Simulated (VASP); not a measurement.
# Pb (Fd-3m) in VASP: notebook

Pb is run at these levels: LDA; tasks: single point.

All numbers are computed with VASP 6.6.1; they aren't measurements. Logs are shortened: lines on timing, memory, paths and dates and some standing lists are left out, and cuts for length are marked.

### Step 1. The cell of the first run

The structure is cubic, space group Fd-3m (No. 227). The conventional cell has a = 6.640 Å, b = 6.640 Å, c = 6.640 Å, α = 90.00°, β = 90.00°, γ = 90.00°. Within 3.8 Å of Pb (site symmetry -43m) lie 4 Pb at 2.88 Å.

### Step 2. Single point, LDA (volume scaled by 0.92)

Contents of INCAR:

```
ALGO = Normal ; EDIFF = 1E-6
ENCUT = 520 ; ISIF = 2
ISMEAR = -1 ; LASPH = T
LCHARG = T ; LELF = T
LREAL = F ; LVHAR = T
LWAVE = F ; NBANDS = 21
NELM = 100 ; PREC = Accurate
SIGMA = 0.1
```

Contents of KPOINTS:

```
k-points
0
Gamma
  9 9 9
```

Contents of POSCAR:

```
Pb
1.0
    0.0000000000      3.3201036058      3.3201036058
    3.3201036058      0.0000000000      3.3201036058
    3.3201036058      3.3201036058      0.0000000000
Pb
2
Direct
    0.1250000000      0.1250000000      0.1250000000
    0.8750000000      0.8750000000      0.8750000000
```

Potentials or basis: VASP PAW LDA potentials, release 64 (Pb_d).

Launch:

```console
$ cat potpaw_LDA.64/Pb_d/POTCAR > POTCAR
$ mpirun -np 1 vasp_std > vasp.out
```

OUTCAR:

```text
EDIFF = 1E-6
   ENCUT = 520
   ISIF = 2
   ISMEAR = -1
   LASPH = T
   LREAL = F
   NELM = 100
   PREC = Accurate

 ion  position               nearest neighbor table
   1  0.125  0.125  0.125-   2 2.88   2 2.88   2 2.88   2 2.88
   2  0.875  0.875  0.875-   1 2.88   1 2.88   1 2.88   1 2.88

  LATTYP: Found a face centered cubic cell.
 ALAT       =     6.6402072116

  Lattice vectors:

 A1 = (   0.0000000000,   3.3201036058,   3.3201036058)
 A2 = (   3.3201036058,   0.0000000000,   3.3201036058)
 A3 = (   3.3201036058,   3.3201036058,   0.0000000000)

Analysis of symmetry for initial positions (statically):
=====================================================================
 Subroutine PRICEL returns:
 Original cell was already a primitive cell.

 Routine SETGRP: Setting up the symmetry group for a
 face centered cubic supercell.

 Subroutine GETGRP returns: Found 48 space group operations
 (whereof 12 operations were pure point group operations)
 out of a pool of 48 trial point group operations.

The static configuration has the point symmetry D_3d.
 The point group associated with its full space group is O_h .

Analysis of symmetry for dynamics (positions and initial velocities):
=====================================================================
 Subroutine PRICEL returns:
 Original cell was already a primitive cell.

 Routine SETGRP: Setting up the symmetry group for a
 face centered cubic supercell.

 Subroutine GETGRP returns: Found 48 space group operations
 (whereof 12 operations were pure point group operations)
 out of a pool of 48 trial point group operations.

The dynamic configuration has the point symmetry D_3d.
 The point group associated with its full space group is O_h .

 Subroutine INISYM returns: Found 48 space group operations
 (whereof 12 operations are pure point group operations),
 and found     1 'primitive' translations

----------------------------------------------------------------------------------------

                                     Primitive cell

  volume of cell :      73.1956

  direct lattice vectors                    reciprocal lattice vectors
     0.000000000  3.320103606  3.320103606    -0.150597710  0.150597710  0.150597710
     3.320103606  0.000000000  3.320103606     0.150597710 -0.150597710  0.150597710
     3.320103606  3.320103606  0.000000000     0.150597710  0.150597710 -0.150597710

  length of vectors
     4.695335548  4.695335548  4.695335548     0.260842885  0.260842885  0.260842885

  position of ions in fractional coordinates (direct lattice)
     0.125000000  0.125000000  0.125000000
     0.875000000  0.875000000  0.875000000

  ion indices of the primitive-cell ions
   primitive index   ion index
                 1           1
                 2           2

----------------------------------------------------------------------------------------

 KPOINTS: k-points

Automatic generation of k-mesh.
 Grid dimensions read from file:
 generate k-points for:    9    9    9

 Generating k-lattice:

  Cartesian coordinates                     Fractional coordinates (reciprocal lattice)
    -0.016733079  0.016733079  0.016733079     0.111111111  0.000000000  0.000000000
     0.016733079 -0.016733079  0.016733079     0.000000000  0.111111111  0.000000000
     0.016733079  0.016733079 -0.016733079     0.000000000  0.000000000  0.111111111

  Length of vectors
     0.028982543  0.028982543  0.028982543

  Shift w.r.t. Gamma in fractional coordinates (k-lattice)
     0.000000000  0.000000000  0.000000000

 Subroutine IBZKPT returns following result:
 ===========================================

 Found     35 irreducible k-points:

 Following reciprocal coordinates:
            Coordinates               Weight
  0.000000  0.000000  0.000000      1.000000
  0.111111  0.000000  0.000000      8.000000
  0.222222  0.000000  0.000000      8.000000
  0.333333  0.000000  0.000000      8.000000
  0.444444  0.000000  0.000000      8.000000
  0.111111  0.111111  0.000000      6.000000
[... 16 lines left out ...]
 -0.333333  0.333333  0.000000     12.000000
  0.444444  0.444444  0.000000      6.000000
 [... further k-points ...]
   k-points           NKPTS =     35   k-points in BZ     NKDIM =     35   number of bands    NBANDS=     21
   number of dos      NEDOS =    301   number of ions     NIONS =      2
   total plane-waves  NPLWV =  46656
   dimension x,y,z NGX =    36 NGY =   36 NGZ =   36
   dimension x,y,z NGXF=    72 NGYF=   72 NGZF=   72
   ions per type =               2
   NGX,Y,Z   is equivalent  to a cutoff of  12.75, 12.75, 12.75 a.u.
   NGXF,Y,Z  is equivalent  to a cutoff of  25.49, 25.49, 25.49 a.u.
 SYSTEM =  unknown system
   PREC   = accura    normal or accurate (medium, high low for compatibility)
   ISTART =      0    job   : 0-new  1-cont  2-samecut
   ICHARG =      2    charge: 1-file 2-atom 10-const
   ISPIN  =      1    spin polarized calculation?
   LNONCOLLINEAR =      F non collinear calculations
   LSORBIT =      F    spin-orbit coupling
   LASPH  =      T    aspherical Exc in radial PAW
   ENCUT  =  520.0 eV  38.22 Ry    6.18 a.u.   8.73  8.73  8.73*2*pi/ulx,y,z
   NELM   =    100;   NELMIN=  2; NELMDL= -5     # of ELM steps
   EDIFF  = 0.1E-05   stopping-criterion for ELM
   LREAL  =      F    real-space projection
   EDIFFG = 0.1E-04   stopping-criterion for IOM
   NSW    =      0    number of steps for IOM
   IBRION =     -1    ionic relax: 0-MD 1-quasi-New 2-CG
   NFREE  =      0    steps in history (QN), initial steepest desc. (CG)
   ISIF   =      2    stress and relaxation
   ISYM   =      2    0-nonsym 1-usesym 2-fastsym
   POTIM  = 0.5000    time-step for ionic-motion
   TEBEG  =    0.0;   TEEND  =   0.0 temperature during run
   PSTRESS=    0.0 pullay stress
   NELECT =      28.0000    total number of electrons
   NUPDOWN=      -1.0000    fix difference up-down
   EMIN   =  10.00;   EMAX   =-10.00  energy-range for DOS
   EFERMI =   0.00;   METHOD = LEGACY
   ISMEAR =    -1;   SIGMA  =   0.10  broadening in eV -4-tet -1-fermi 0-gaus
   EFERMI_NEDOS =   21; number of points for ismear=-14 and -15
   IALGO  =     38    algorithm
   IMIX   =      4    mixing-type and parameters
     AMIX     =   0.40;   BMIX     =  1.00
     AMIX_MAG =   1.60;   BMIX_MAG =  1.00
  volume/ion in A,a.u.               =      36.60       246.97
  Fermi-wavevector in a.u.,A,eV,Ry     =   1.188409  2.245767 19.215720  1.412316
  Thomas-Fermi vector in A             =   2.324539
   LORBIT       =      0    0 simple, 1 ext, 2 COOP (PROOUT), +10 PAW based schemes
   GGA     = CA    functional components
   LHFCALC =     F    Hartree Fock is set to
   AEXX    =    0.0000 exact exchange contribution
   IVDW    =     0    specifies the selected vdW correction
   LEPSILON=     F    determine dielectric tensor
   LRPA    =     F    only Hartree local field effects (RPA)
 non-spin polarized calculation
  energy-cutoff  :      520.00
  volume of cell :       73.20
 maximum number of plane-waves:      2004
   NGX = 17   NGY = 17   NGZ = 17

 number of electron      27.9999995 magnetization

 Free energy of the ion-electron system (eV)
  ---------------------------------------------------
  ext. energy  EPLUGINS =         0.00000000
  ---------------------------------------------------
  free energy    TOTEN  =        -7.83146834 eV

  energy without entropy =       -7.81989326  energy(sigma->0) =       -7.82568080

 E-fermi :   5.1025     XC(G=0):  -9.2218

 val. band max:        4.8719025551   @ k =   0.1111   0.1111   0.0000
 cond. band min:       5.2233492094   @ k =  -0.1111   0.1111   0.0000
 fundamental gap:      0.3514466543
 Fermi energy:         5.1025080161

 k-point     1 :       0.0000    0.0000    0.0000
  band No.  band energies     occupation
      1     -12.3363      2.00000
      2     -12.3363      2.00000
      3     -12.3363      2.00000
      4     -12.2371      2.00000
      5     -12.2371      2.00000
      6     -11.6754      2.00000
[... 13 lines left out ...]
     20      13.0710      0.00000
     21      13.0710      0.00000

 k-point     2 :       0.1111    0.0000    0.0000
  band No.  band energies     occupation
      1     -12.3533      2.00000
      2     -12.3533      2.00000
      3     -12.3331      2.00000
      4     -12.2127      2.00000
      5     -12.2127      2.00000
      6     -11.6990      2.00000
[... 13 lines left out ...]
     20      12.5660      0.00000
     21      12.5873      0.00000

 k-point     3 :       0.2222    0.0000    0.0000
  band No.  band energies     occupation
      1     -12.3776      2.00000
      2     -12.3776      2.00000
      3     -12.3248      2.00000
      4     -12.1714      2.00000
      5     -12.1714      2.00000
      6     -11.7318      2.00000
[... 13 lines left out ...]
     20      12.3061      0.00000
     21      12.3061      0.00000

 k-point     4 :       0.3333    0.0000    0.0000
  band No.  band energies     occupation
      1     -12.3922      2.00000
      2     -12.3922      2.00000
      3     -12.3152      2.00000
      4     -12.1414      2.00000
      5     -12.1414      2.00000
      6     -11.7522      2.00000
[... 13 lines left out ...]
     20      12.7286      0.00000
     21      12.7286      0.00000

 k-point     5 :       0.4444    0.0000    0.0000
  band No.  band energies     occupation
      1     -12.3976      2.00000
      2     -12.3976      2.00000
      3     -12.3085      2.00000
      4     -12.1288      2.00000
      5     -12.1288      2.00000
      6     -11.7651      2.00000
[... 13 lines left out ...]
     20      13.5650      0.00000
     21      13.5650      0.00000
[... 382 lines left out ...]
     20      14.3046      0.00000
     21      15.0468      0.00000

 k-point    22 :      -0.4444    0.3333    0.0000
  band No.  band energies     occupation
      1     -12.4597      2.00000
      2     -12.4220      2.00000
      3     -12.2266      2.00000
      4     -12.0666      2.00000
      5     -11.9914      2.00000
      6     -11.9326      2.00000
[... 13 lines left out ...]
     20      13.9658      0.00000
     21      15.0255      0.00000

 k-point    23 :      -0.3333    0.3333    0.0000
  band No.  band energies     occupation
      1     -12.4680      2.00000
      2     -12.4254      2.00000
      3     -12.2120      2.00000
      4     -12.0131      2.00000
      5     -11.9851      2.00000
      6     -11.9790      2.00000
[... 13 lines left out ...]
     20      12.8966      0.00000
     21      15.2183      0.00000

 k-point    24 :       0.4444    0.4444    0.0000
  band No.  band energies     occupation
      1     -12.4196      2.00000
      2     -12.4196      2.00000
      3     -12.2665      2.00000
      4     -12.1617      2.00000
      5     -11.9820      2.00000
      6     -11.8753      2.00000
[... 13 lines left out ...]
     20      14.5764      0.00000
     21      15.6500      0.00000

 [... further k-points ...]
[... 5 lines left out ...]
  --------------------------------------------------------------------------------------
  -------------------------------------------------------------------------------------
  Total        1.5451672      1.5451672      1.5451672      0.0000000      0.0000000      0.0000000
  in kB       33.8221467     33.8221467     33.8221467      0.0000000      0.0000000      0.0000000
  external PRESSURE =      33.8221467 kB  Pullay stress =       0.0000000 kB

 VOLUME and BASIS-vectors are now :
 -----------------------------------------------------------------------------
  energy-cutoff  :      520.00
  volume of cell :       73.20
      direct lattice vectors                 reciprocal lattice vectors
     0.000000000  3.320103606  3.320103606    -0.150597710  0.150597710  0.150597710
     3.320103606  0.000000000  3.320103606     0.150597710 -0.150597710  0.150597710
     3.320103606  3.320103606  0.000000000     0.150597710  0.150597710 -0.150597710

 POSITION                                       TOTAL-FORCE (eV/Angst)
 -----------------------------------------------------------------------------------
      0.83003      0.83003      0.83003        -0.000000     -0.000000     -0.000000
      5.81018      5.81018      5.81018         0.000000      0.000000      0.000000
 -----------------------------------------------------------------------------------
    total drift:                                0.000000      0.000000      0.000000

  FREE ENERGIE OF THE ION-ELECTRON SYSTEM (eV)
  ---------------------------------------------------
  free  energy   TOTEN  =        -7.8314683446 eV

  energy  without entropy=       -7.8198932622  energy(sigma->0) =       -7.82568080
```

It took 26 s on 1 thread of AMD EPYC 9R45 (Zen 5), shared host; peak memory 0.16 GiB.

Results:

```yaml
Free_energy: -7.8315 eV
Pressure: 3.4 GPa
Band_gap_on_the_k_mesh: zero (band 14 reaches 5.53 eV, above the bottom of band 15 at 4.22 eV)
```

Caveat: the cell differs from its parent crystal (volume scaled by 0.92); spin-orbit coupling is left out, which moves the levels of the heavy elements.

### Step 3. Single point, LDA (volume scaled by 0.96)

Contents of INCAR:

```
PREC = Accurate
ENCUT = 520
EDIFF = 1E-6
ISMEAR = -1
SIGMA = 0.1
LREAL = F
LASPH = T
NELM = 100
ALGO = Normal
ISIF = 2
LWAVE = F
LCHARG = T
LELF = T
LVHAR = T
NBANDS = 21
```

Contents of KPOINTS:

```
regular mesh
0
Gamma
  9 9 9
```

Contents of POSCAR:

```
Pb
1.0
    0.0000000000      3.3675400662      3.3675400662
    3.3675400662      0.0000000000      3.3675400662
    3.3675400662      3.3675400662      0.0000000000
Pb
2
Direct
    0.1250000000      0.1250000000      0.1250000000
    0.8750000000      0.8750000000      0.8750000000
```

Potentials or basis: VASP PAW LDA potentials, release 64 (Pb_d).

Launch:

```console
$ cat potpaw_LDA.64/Pb_d/POTCAR > POTCAR
$ mpirun -np 1 vasp_std > vasp.out
```

It took 26 s on 1 thread of AMD EPYC 9R45 (Zen 5), shared host; peak memory 0.16 GiB.

Results (log left out):

* Free energy: -7.8818 eV
* Pressure: 1.5 GPa
* Band gap on the k mesh: zero (band 14 reaches 5.08 eV, above the bottom of band 15 at 3.85 eV)

Levels at points of the mesh, in eV from the Fermi level:
```csv
k point,band 12,band 13,band 14,band 15,band 16,band 17
"(0.00, 0.00, 0.00)",-3.62,0.41,0.41,0.41,2.43,2.43
```

Caveat: the cell differs from its parent crystal (volume scaled by 0.96); spin-orbit coupling is left out, which moves the levels of the heavy elements.

### Step 4. Single point, LDA

This run uses another cell than the first one, of 39.78 Å³/atom, 1.087 times its volume.

Contents of INCAR:

```
PREC = Accurate
ENCUT = 520
EDIFF = 1E-6
ISMEAR = -1
SIGMA = 0.1
LREAL = False
LASPH = True
NELM = 80
ALGO = Normal
ISIF = 2
LWAVE = False
LCHARG = False
NBANDS = 21
```

KPOINTS is that of step 3.

Contents of POSCAR:

```
Pb
1.0
    0.0000000000      3.4136764852      3.4136764852
    3.4136764852      0.0000000000      3.4136764852
    3.4136764852      3.4136764852      0.0000000000
Pb
2
Direct
    0.1250000000      0.1250000000      0.1250000000
    0.8750000000      0.8750000000      0.8750000000
```

Launch:

```console
$ cat potpaw_LDA.64/Pb_d/POTCAR > POTCAR
$ mpirun -np 1 vasp_std > vasp.out
```

It took 24 s on 1 thread of AMD EPYC 9R45 (Zen 5), shared host; peak memory 0.16 GiB.

Results (log left out):

```
Free energy            : -7.8980 eV
Pressure               : 0.0 GPa
Band gap on the k mesh : zero (band 14 reaches 4.66 eV, above the bottom of band 15 at 3.50 eV)
```

Levels at points of the mesh, in eV from the Fermi level:
| k point | band 10 | band 11 | band 12 | band 13 | band 14 | band 15 | band 16 | band 17 | band 18 | band 19 |
| --- | --- | --- | --- | --- | --- | --- | --- | --- | --- | --- |
| (0.00, 0.00, 0.00) | -16.64 | -11.30 | -3.84 | 0.40 | 0.40 | 0.40 | 2.41 | 2.41 | 2.41 | 4.04 |

Caveat: spin-orbit coupling is left out, which moves the levels of the heavy elements.

### Step 5. Single point, LDA (volume scaled by 1.04)

Contents of INCAR:

```
SYSTEM = Pb
ALGO     = Normal         ! electronic algorithm
EDIFF    = 1E-7           ! SCF threshold, eV
ENCUT    = 520            ! plane-wave cutoff, eV
GGA      = CA             ! functional
ISIF     = 2              ! what is computed and relaxed
ISMEAR   = -1             ! smearing method
LASPH    = .True.         ! aspherical terms in the spheres
LCHARG   = .True.         ! write CHGCAR
LELF     = .True.         ! ELF
LREAL    = .False.        ! projectors in reciprocal space
LVHAR    = .True.       
LWAVE    = .False.        ! write WAVECAR
NBANDS   = 21             ! bands
NELM     = 100            ! most SCF steps
PREC     = Accurate       ! precision mode
SIGMA    = 0.1            ! smearing width, eV
```

Contents of KPOINTS:

```
k-points
0
Gamma
  9 9 9
  0 0 0
```

Contents of POSCAR:

```
Pb
1.0
    0.0000000000      3.4585984325      3.4585984325
    3.4585984325      0.0000000000      3.4585984325
    3.4585984325      3.4585984325      0.0000000000
Pb
2
Direct
    0.1250000000      0.1250000000      0.1250000000
    0.8750000000      0.8750000000      0.8750000000
```

Launch:

```console
$ cat potpaw_LDA.64/Pb_d/POTCAR > POTCAR
$ mpirun -np 1 vasp_std > vasp.out
```

Run time: 28 s. Hardware: 1 thread of AMD EPYC 9R45 (Zen 5), shared host; peak memory 0.16 GiB.

Results (log left out):

```yaml
Free_energy: -7.8872 eV
Pressure: -1.2 GPa
Band_gap_on_the_k_mesh: zero (band 14 reaches 4.29 eV, above the bottom of band 15 at 3.19 eV)
```

Levels at points of the mesh, in eV from the Fermi level:
```tsv
k point	band 10	band 11	band 12	band 13	band 14	band 15	band 16	band 17	band 18	band 19
(0.00, 0.00, 0.00)	-16.60	-11.05	-4.05	0.39	0.39	0.39	2.38	2.38	2.38	4.02
```

Caveat: the cell differs from its parent crystal (volume scaled by 1.04); spin-orbit coupling is left out, which moves the levels of the heavy elements.

### Step 6. Summary

```tsv
cell	gap on the mesh (eV)	pressure (GPa)
a = 4.695 Å, angles 60.0°, 2 atoms	none	3.4
a = 4.762 Å, angles 60.0°, 2 atoms	none	1.5
a = 4.828 Å, angles 60.0°, 2 atoms	none	0.0
a = 4.891 Å, angles 60.0°, 2 atoms	none	-1.2
```

Alike in all rows: task single point; level LDA; potentials or basis VASP PAW LDA potentials, release 64 (Pb_d); no spin polarisation; k mesh 9 × 9 × 9; cutoff (eV) 520; smearing fermi-dirac 0.1 eV.

Caveats: spin-orbit coupling is left out, which moves the levels of the heavy elements.

Total energies depend on the potentials used, so only differences within one code and one set of settings carry meaning.
